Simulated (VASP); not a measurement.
# Na (P6_3/mmc) in VASP: a series of runs, part 2 of 3

VASP 6.6.1. Earlier steps stand in the parts before.

## (4) Relaxation of cell and atoms, LDA, target pressure 4 GPa, at which the enthalpy is minimised

File INCAR:

```
SYSTEM = Na
PREC = Accurate
ENCUT = 600
EDIFF = 1E-7
ISMEAR = 1
SIGMA = 0.1
LREAL = .FALSE.
LASPH = .TRUE.
NELM = 100
ALGO = Normal
ISIF = 3
LWAVE = .FALSE.
LCHARG = .FALSE.
IBRION = 2
NSW = 80
EDIFFG = -0.01
PSTRESS = 40.0
```

File KPOINTS:

```
regular mesh
0
G
  9 9 5
  0 0 0
```

File POSCAR:

```
Na
1.0
    3.7670000000      0.0000000000      0.0000000000
   -1.8835000000      3.2623177000      0.0000000000
    0.0000000000      0.0000000000      6.1540000000
Na
2
Direct
    0.3333333300      0.6666666700      0.2500000000
    0.6666666700      0.3333333300      0.7500000000
```

Potentials or basis: VASP PAW LDA potentials, release 64 (Na_pv).

Command:

```sh
$ cat potpaw_LDA.64/Na_pv/POTCAR > POTCAR
$ mpirun -np 1 vasp_std > vasp.out
```

OUTCAR:

```text
SYSTEM = Na
   PREC = Accurate
   ENCUT = 600
   EDIFF = 1E-7
   ISMEAR = 1
   LREAL = .FALSE.
   LASPH = .TRUE.
   NELM = 100
   ISIF = 3
   IBRION = 2
   NSW = 80
   EDIFFG = -0.01
   PSTRESS = 40.0

 ion  position               nearest neighbor table
   1  0.333  0.667  0.250-
   2  0.667  0.333  0.750-

  LATTYP: Found a hexagonal cell.
 ALAT       =     3.7670000000
 C/A-ratio  =     1.6336607380

  Lattice vectors:

 A1 = (   3.7670000000,   0.0000000000,   0.0000000000)
 A2 = (  -1.8835000000,   3.2623177000,   0.0000000000)
 A3 = (   0.0000000000,   0.0000000000,   6.1540000000)

Analysis of symmetry for initial positions (statically):
=====================================================================
 Subroutine PRICEL returns:
 Original cell was already a primitive cell.

 Routine SETGRP: Setting up the symmetry group for a
 hexagonal supercell.

 Subroutine GETGRP returns: Found 24 space group operations
 (whereof 12 operations were pure point group operations)
 out of a pool of 24 trial point group operations.

The static configuration has the point symmetry D_3d.
 The point group associated with its full space group is D_6h.

Analysis of symmetry for dynamics (positions and initial velocities):
=====================================================================
 Subroutine PRICEL returns:
 Original cell was already a primitive cell.

 Routine SETGRP: Setting up the symmetry group for a
 hexagonal supercell.

 Subroutine GETGRP returns: Found 24 space group operations
 (whereof 12 operations were pure point group operations)
 out of a pool of 24 trial point group operations.

The dynamic configuration has the point symmetry D_3d.
 The point group associated with its full space group is D_6h.

 Subroutine INISYM returns: Found 24 space group operations
 (whereof 12 operations are pure point group operations),
 and found     1 'primitive' translations

----------------------------------------------------------------------------------------

                                     Primitive cell

  volume of cell :      75.6274

  direct lattice vectors                    reciprocal lattice vectors
     3.767000000  0.000000000  0.000000000     0.265463233  0.153265269  0.000000000
    -1.883500000  3.262317700  0.000000000     0.000000000  0.306530538  0.000000000
     0.000000000  0.000000000  6.154000000     0.000000000  0.000000000  0.162495938

  length of vectors
     3.767000000  3.767000003  6.154000000     0.306530538  0.306530538  0.162495938

  position of ions in fractional coordinates (direct lattice)
     0.333333330  0.666666670  0.250000000
     0.666666670  0.333333330  0.750000000

  ion indices of the primitive-cell ions
   primitive index   ion index
                 1           1
                 2           2

----------------------------------------------------------------------------------------

 KPOINTS: regular mesh

Automatic generation of k-mesh.
 Grid dimensions read from file:
 generate k-points for:    9    9    5

 Generating k-lattice:
[... 54 lines left out ...]
   ISTART =      0    job   : 0-new  1-cont  2-samecut
   ICHARG =      2    charge: 1-file 2-atom 10-const
   ISPIN  =      1    spin polarized calculation?
   LNONCOLLINEAR =      F non collinear calculations
   LSORBIT =      F    spin-orbit coupling
   LASPH  =      T    aspherical Exc in radial PAW
   ENCUT  =  600.0 eV  44.10 Ry    6.64 a.u.   7.52  7.52 12.29*2*pi/ulx,y,z
   NELM   =    100;   NELMIN=  2; NELMDL= -5     # of ELM steps
   EDIFF  = 0.1E-06   stopping-criterion for ELM
   LREAL  =      F    real-space projection
   EDIFFG = -.1E-01   stopping-criterion for IOM
   NSW    =     80    number of steps for IOM
   IBRION =      2    ionic relax: 0-MD 1-quasi-New 2-CG
   NFREE  =      1    steps in history (QN), initial steepest desc. (CG)
   ISIF   =      3    stress and relaxation
   ISYM   =      2    0-nonsym 1-usesym 2-fastsym
   POTIM  = 0.5000    time-step for ionic-motion
   TEBEG  =    0.0;   TEEND  =   0.0 temperature during run
   PSTRESS=   40.0 pullay stress
   NELECT =      14.0000    total number of electrons
   NUPDOWN=      -1.0000    fix difference up-down
   EMIN   =  10.00;   EMAX   =-10.00  energy-range for DOS
   EFERMI =   0.00;   METHOD = LEGACY
   ISMEAR =     1;   SIGMA  =   0.10  broadening in eV -4-tet -1-fermi 0-gaus
   EFERMI_NEDOS =   21; number of points for ismear=-14 and -15
   IALGO  =     38    algorithm
   IMIX   =      4    mixing-type and parameters
     AMIX     =   0.40;   BMIX     =  1.00
     AMIX_MAG =   1.60;   BMIX_MAG =  1.00
  volume/ion in A,a.u.               =      37.81       255.18
  Fermi-wavevector in a.u.,A,eV,Ry     =   0.933020  1.763153 11.844235  0.870527
  Thomas-Fermi vector in A             =   2.059678
   LORBIT       =      0    0 simple, 1 ext, 2 COOP (PROOUT), +10 PAW based schemes
   GGA     = CA    functional components
   LHFCALC =     F    Hartree Fock is set to
   AEXX    =    0.0000 exact exchange contribution
   IVDW    =     0    specifies the selected vdW correction
   LEPSILON=     F    determine dielectric tensor
   LRPA    =     F    only Hartree local field effects (RPA)
 conjugate gradient relaxation of ions
 non-spin polarized calculation
 Methfessel and Paxton  Order N= 1 SIGMA  =   0.10
  energy-cutoff  :      600.00
  volume of cell :       75.63
 maximum number of plane-waves:      2555
 NGX is ok and might be reduce to    30
   NGX = 15   NGY = 15   NGZ = 25

--------------------------------------- Ionic step        1  -------------------------------------------

 number of electron      14.0000016 magnetization

 Free energy of the ion-electron system (eV)
  ---------------------------------------------------
  ext. energy  EPLUGINS =         0.00000000
  ---------------------------------------------------
  free energy    TOTEN  =        -2.89073320 eV

  energy without entropy =       -2.89044333  energy(sigma->0) =       -2.89063657

------------------------ aborting loop because EDIFF is reached ----------------------------------------

  FORCE on cell =-STRESS in cart. coord.  units (eV):
  Direction    XX          YY          ZZ          XY          YZ          ZX
  --------------------------------------------------------------------------------------
  -------------------------------------------------------------------------------------
  Total       -0.5539276     -0.5539276     -0.2184049      0.0000000      0.0000000      0.0000000
  in kB      -11.7350314    -11.7350314     -4.6269371      0.0000000      0.0000000      0.0000000
  external PRESSURE =     -49.3656666 kB  Pullay stress =      40.0000000 kB
[... 97 lines left out ...]
  energy  without entropy=       -2.8369805697  energy(sigma->0) =       -2.83653936

  enthalpy is  TOTEN    =        -1.4812409412 eV   P V=        1.3550778193

[... ionic steps 4 to 7 ...]

--------------------------------------- Ionic step        8  -------------------------------------------

 number of electron      13.9999995 magnetization

------------------------ aborting loop because EDIFF is reached ----------------------------------------
[... 71 lines left out ...]
--------------------------------------- Ionic step       10  -------------------------------------------

 number of electron      13.9999996 magnetization

 Free energy of the ion-electron system (eV)
  ---------------------------------------------------
  ext. energy  EPLUGINS =         0.00000000
  ---------------------------------------------------
  free energy    TOTEN  =        -2.77276251 eV

  energy without entropy =       -2.77300696  energy(sigma->0) =       -2.77284399

 E-fermi :   1.4126     XC(G=0):  -7.8690

 val. band max:        1.3292027772   @ k =   0.2222   0.0000   0.2000
 cond. band min:       1.6531056944   @ k =   0.3333   0.2222   0.0000
 fundamental gap:      0.3239029172
 Fermi energy:         1.4125973663

 k-point     1 :       0.0000    0.0000    0.0000
  band No.  band energies     occupation
      1     -23.4249      2.00000
      2     -23.3206      2.00000
      3     -23.3206      2.00000
      4     -23.3079      2.00000
      5     -23.3075      2.00000
      6     -23.3075      2.00000
      7      -2.7214      2.00000
      8       1.8468     -0.00000
      9       2.5007     -0.00000
     10      13.9863      0.00000
     11      13.9863      0.00000
[... 309 lines left out ...]
 k-point    24 :       0.3333    0.3333    0.2000
  band No.  band energies     occupation
      1     -23.4022      2.00000
      2     -23.3964      2.00000
      3     -23.3964      2.00000
      4     -23.3756      2.00000
      5     -23.3403      2.00000
      6     -23.3403      2.00000
      7       3.2177     -0.00000
      8       3.6717      0.00000
      9       3.6717      0.00000
     10       5.8310      0.00000
     11       6.7834      0.00000

 [... further k-points ...]
[... 5 lines left out ...]
  --------------------------------------------------------------------------------------
  -------------------------------------------------------------------------------------
  Total        1.2662838      1.2662838      1.2646155      0.0000000      0.0000000      0.0000000
  in kB       39.7000168     39.7000169     39.6477123      0.0000000      0.0000000      0.0000000
  external PRESSURE =      -0.3174180 kB  Pullay stress =      40.0000000 kB
[... 21 lines left out ...]
  energy  without entropy=       -2.7730069580  energy(sigma->0) =       -2.77284399

  enthalpy is  TOTEN    =        -1.4969103654 eV   P V=        1.2758521452

 reached required accuracy - stopping structural energy minimisation
```

OSZICAR:

```text
N       E                     dE             d eps       ncg     rms          rms(c)
DAV:   1     0.910686553272E+02    0.91069E+02   -0.82179E+03   792   0.130E+03
DAV:   2     0.161377327618E+00   -0.90907E+02   -0.90517E+02   795   0.307E+02
DAV:   3    -0.284930603300E+01   -0.30107E+01   -0.30083E+01   921   0.705E+01
[... 82 lines left out ...]
DAV:   3    -0.277280352811E+01    0.57877E-03   -0.81773E-04   900   0.573E-01    0.145E-02
DAV:   4    -0.277276309523E+01    0.40433E-04   -0.47050E-05   900   0.156E-01    0.161E-03
DAV:   5    -0.277276261647E+01    0.47876E-06   -0.49994E-07   771   0.141E-02    0.571E-04
DAV:   6    -0.277276251028E+01    0.10619E-06   -0.10448E-07   402   0.704E-03    0.172E-04
DAV:   7    -0.277276251056E+01   -0.27580E-09   -0.42109E-09   396   0.111E-03
  10 F= -.14969104E+01 E0= -.14969918E+01  d E =-.170033E-03
```

Wall time 2.2 min (1 thread of AMD EPYC 9R45 (Zen 5), shared host); peak memory 0.15 GiB.

What came out:

| Item | Value |
| --- | --- |
| Free energy | -2.7728 eV |
| Relaxed volume | 25.55 Å³/atom |
| Relaxed cell | a = 3.264 Å, b = 3.264 Å, c = 5.538 Å, α = 90.00°, β = 90.00°, γ = 120.00° |
| Space group after relaxing (to 0.05 Å) | P6_3/mmc (No. 194) |
| Energy change on relaxing (the enthalpy is what falls) | +59.0 meV/atom |
| Ionic steps | 10 |
| Pressure after relaxing | 4.0 GPa |
| Band gap on the k mesh | zero (band 7 reaches 3.74 eV, above the bottom of band 8 at -0.91 eV) |

Step by step:
```csv
step,energy change (eV),largest force (eV/Å),pressure (GPa),volume (Å³)
1,0.0000,0.0000,-0.94,75.63
2,-0.0279,0.0000,0.43,63.58
3,0.0544,0.0000,2.73,54.28
4,0.1363,0.0000,4.25,50.45
5,0.1230,0.0000,4.03,50.97
6,0.1125,0.0000,3.84,51.40
7,0.1114,0.0000,3.84,51.40
8,0.1109,0.0000,3.84,51.39
9,0.1109,0.0000,3.84,51.39
10,0.1180,0.0000,3.97,51.10
```

Final structure:
```yaml
crystal:
  lattice:
    - [3.26421, 0.00000, 0.00000]
    - [-1.63210, 2.82689, 0.00000]
    - [0.00000, 0.00000, 5.53815]
  atoms:
    - { symbol: Na, position: [0.33333, 0.66667, 0.25000] }
    - { symbol: Na, position: [0.66667, 0.33333, 0.75000] }
```

Levels at points of the mesh, in eV from the Fermi level:
```
           k point  band 3  band 4  band 5  band 6  band 7  band 8  band 9  band 10  band 11
(0.00, 0.00, 0.00)  -24.73  -24.72  -24.72  -24.72   -4.13    0.43    1.09    12.57    12.57
```

Caveat: the cell is relaxed towards a set pressure, so the enthalpy falls and the energy may rise; the volume moved by over 15 % at a fixed basis, so the end points are rough. LDA usually gives volumes a few per cent too small.

## (5) Relaxation of cell and atoms, LDA, target pressure 6 GPa, at which the enthalpy is minimised

File INCAR:

```
PREC     = Accurate       # precision mode
ENCUT    = 600            # plane-wave cutoff, eV
EDIFF    = 1E-6           # SCF threshold, eV
ISMEAR   = 1              # smearing method
SIGMA    = 0.1            # smearing width, eV
LREAL    = F              # projectors in reciprocal space
LASPH    = T              # aspherical terms in the spheres
NELM     = 60             # most SCF steps
ALGO     = Normal         # electronic algorithm
ISIF     = 3              # what is computed and relaxed
LWAVE    = F              # write WAVECAR
LCHARG   = F              # write CHGCAR
IBRION   = 2              # ionic algorithm
NSW      = 80             # ionic steps
EDIFFG   = -0.01          # ionic threshold
PSTRESS  = 60.0
```

File KPOINTS:

```
regular mesh
0
Gamma
  9 9 5
```

POSCAR is that of step 4.

Command:

```sh
$ cat potpaw_LDA.64/Na_pv/POTCAR > POTCAR
$ mpirun -np 1 vasp_std > vasp.out
```

Run time: 92 s. Hardware: 1 thread of AMD EPYC 9R45 (Zen 5), shared host; peak memory 0.15 GiB.

It converged, with:

```
Free energy                                            : -2.6520 eV
Relaxed volume                                         : 23.59 Å³/atom
Relaxed cell                                           : a = 3.179 Å, b = 3.179 Å, c = 5.393 Å, α = 90.00°, β = 90.00°, γ = 120.00°
Space group after relaxing (to 0.05 Å)                 : P6_3/mmc (No. 194)
Energy change on relaxing (the enthalpy is what falls) : +119.4 meV/atom
Ionic steps                                            : 8
Pressure after relaxing                                : 6.0 GPa
Band gap on the k mesh                                 : zero (band 7 reaches 4.16 eV, above the bottom of band 8 at -0.66 eV)
```

The path:
| step | energy change (eV) | largest force (eV/Å) | pressure (GPa) | volume (Å³) |
| --- | --- | --- | --- | --- |
| 1 | 0.0000 | 0.0000 | -0.88 | 75.63 |
| 2 | -0.0047 | 0.0000 | 1.32 | 59.21 |
| 3 | 0.1358 | 0.0000 | 4.25 | 50.51 |
| 4 | 0.2596 | 0.0000 | 6.31 | 46.70 |
| 5 | 0.2408 | 0.0000 | 5.99 | 47.19 |
| 6 | 0.2392 | 0.0000 | 6.02 | 47.19 |
| 7 | 0.2388 | 0.0000 | 6.02 | 47.19 |
| 8 | 0.2388 | 0.0000 | 6.03 | 47.19 |

Final structure:
```
Na
1.0
     3.17863    0.00000    0.00000
    -1.58931    2.75277    0.00000
     0.00000    0.00000    5.39258
Na
2
Direct
  0.33333 0.66667 0.25000
  0.66667 0.33333 0.75000
```

Levels at points of the mesh, in eV from the Fermi level:
```csv
k point,band 4,band 5,band 6,band 7,band 8,band 9,band 10,band 11
"(0.00, 0.00, 0.00)",-24.71,-24.71,-24.71,-4.35,0.44,1.18,13.11,13.11
```

Caveat: the cell is relaxed towards a set pressure, so the enthalpy falls and the energy may rise; the volume moved by over 15 % at a fixed basis, so the end points are rough. LDA usually gives volumes a few per cent too small.

(Part 2 of 3 ends here.)
